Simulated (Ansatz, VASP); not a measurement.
**Two plane-wave programs on B2O3**

INCAR

```
  PREC = Accurate
  ENCUT = 520
  EDIFF = 1E-6
  ISMEAR = 0
  SIGMA = 0.02
  LREAL = Auto
  LASPH = True
  NELM = 80
  ALGO = Normal
  ISIF = 2
  LWAVE = False
  LCHARG = False
  GGA = PE
  NBANDS = 49
```

Contents of KPOINTS:

```
regular mesh
0
Gamma
  3 3 4
```

File POSCAR:

```
B2O3
1.0
    7.0877050000      0.5507160000      1.1362870000
    0.5443440000      6.4508600000     -0.0235140000
    1.1073110000     -0.0117510000      5.5675450000
B O
6 9
Direct
    0.3718656529      0.4555573004      0.5004771498
    0.0395687373      0.6304406119      0.4948512454
    0.7486315783      0.8603999495      0.4816463994
    0.5838280319      0.2157311076      0.6982353530
    0.8465632984      0.5240938742      0.2642295039
    0.6463282545      0.3314333485      0.0844955570
    0.4553243648      0.3955511213      0.2496894957
    0.8160455608      0.3729204985      0.1221545856
    0.4591203308      0.3934107495      0.6763907505
    0.7180090657      0.7141685152      0.3277069404
    0.9087128494      0.8189662367      0.5653996405
    0.0084079507      0.4825099977      0.3442971863
    0.1925620299      0.5913680617      0.5870199824
    0.6772038111      0.2144352382      0.8701799769
    0.6147894912      0.0435333613      0.5402280255
```

Input for Ansatz:

```yaml
crystal:
  lattice:
    - [7.087705, 0.550716, 1.136287]
    - [0.544344, 6.45086, -0.023514]
    - [1.107311, -0.011751, 5.567545]
  atoms:
    - { symbol: B, position: [0.3718656529, 0.4555573004, 0.5004771498] }
    - { symbol: B, position: [0.0395687373, 0.6304406119, 0.4948512454] }
    - { symbol: B, position: [0.7486315783, 0.8603999495, 0.4816463994] }
    - { symbol: B, position: [0.5838280319, 0.2157311076, 0.698235353] }
    - { symbol: B, position: [0.8465632984, 0.5240938742, 0.2642295039] }
    - { symbol: B, position: [0.6463282545, 0.3314333485, 0.084495557] }
    - { symbol: O, position: [0.4553243648, 0.3955511213, 0.2496894957] }
    - { symbol: O, position: [0.8160455608, 0.3729204985, 0.1221545856] }
    - { symbol: O, position: [0.4591203308, 0.3934107495, 0.6763907505] }
    - { symbol: O, position: [0.7180090657, 0.7141685152, 0.3277069404] }
    - { symbol: O, position: [0.9087128494, 0.8189662367, 0.5653996405] }
    - { symbol: O, position: [0.0084079507, 0.4825099977, 0.3442971863] }
    - { symbol: O, position: [0.1925620299, 0.5913680617, 0.5870199824] }
    - { symbol: O, position: [0.6772038111, 0.2144352382, 0.8701799769] }
    - { symbol: O, position: [0.6147894912, 0.0435333613, 0.5402280255] }
basis:
  ecutwfc: 420
kpoints:
  mp_grid: { grid: [3, 3, 4] }
hamiltonian:
  xc: pbe
scf:
  occupations: { method: gaussian, width: 0.02 }
  n_extra_bands: 8
output:
  forces: true
  stress: true
  eigenvalues: true
  populations: true
  dos:
    method: { smearing: { sigma: 0.1, scheme: gaussian } }
    projected: true
    de: 0.02
  write_density: true
  write_potential: true
  elf: true
  volumetric_format: npy
```

Alike in both runs: task single point; functional PBE; k mesh 3 × 3 × 4; occupations gaussian, width 0.02 eV; no spin polarisation.

```csv
,VASP,Ansatz
version,VASP 6.6.1,Ansatz 0.2.0
potentials or method,"VASP PAW PBE potentials, release 64 (B, O), cutoff 520 eV","scalar-relativistic, plane waves, PAW"
valence electrons in the cell,72,72
```

|  | VASP | Ansatz | Ansatz less VASP |
| --- | --- | --- | --- |
| gap on the k mesh at the Fermi level (eV) | 6.22 | 6.23 | +0.017 |
| least direct gap on the mesh (eV) | 6.23 | 6.25 | +0.014 |
| rms of the force components (eV/Å) | 0.030 | 0.003 | -0.0271 |

Atom by atom the forces differ by 0.030 eV/Å (rms over components). Ansatz's warnings: xc potential rough in thin density.
